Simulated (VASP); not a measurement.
Zn9Cd7O16, 32 atoms in the cell. The typed cell holds 32 atoms: a = 6.689 Å, b = 11.586 Å, c = 5.406 Å, α = 90.00°, β = 90.00°, γ = 90.00°. 

```yaml
Program: VASP 6.6.1
Task: single point
Functional: PBEsol
Dispersion: D3(BJ)
Potentials_or_basis: VASP PAW PBE potentials, release 64 (Cd, Zn, O)
Cutoff: 520 eV
k_mesh: 1 × 1 × 1, shifted
Occupations: fermi-dirac, width 0.05 eV
Spin: no spin polarisation
Dipole_correction: no
Further_INCAR_settings: LREAL = Auto; ALGO = Normal; EDIFF = 1e-06; NBANDS = 166; ISYM = 0
```

Potentials or basis: VASP PAW PBE potentials, release 64 (Cd, Zn, O).

Command:

```sh
$ cat potpaw_PBE.64/Cd/POTCAR potpaw_PBE.64/Zn/POTCAR potpaw_PBE.64/O/POTCAR > POTCAR
$ mpirun -np 1 vasp_std > vasp.out
```

Hardware: 1 thread of Intel Xeon 8259CL, with other jobs on the host.

Question: Estimate the wall time of this run.

Answer: It took 15 min on 1 thread of Intel Xeon 8259CL, on a shared host, peak memory 0.52 GiB. Counts: scf iterations 17, k points 4.
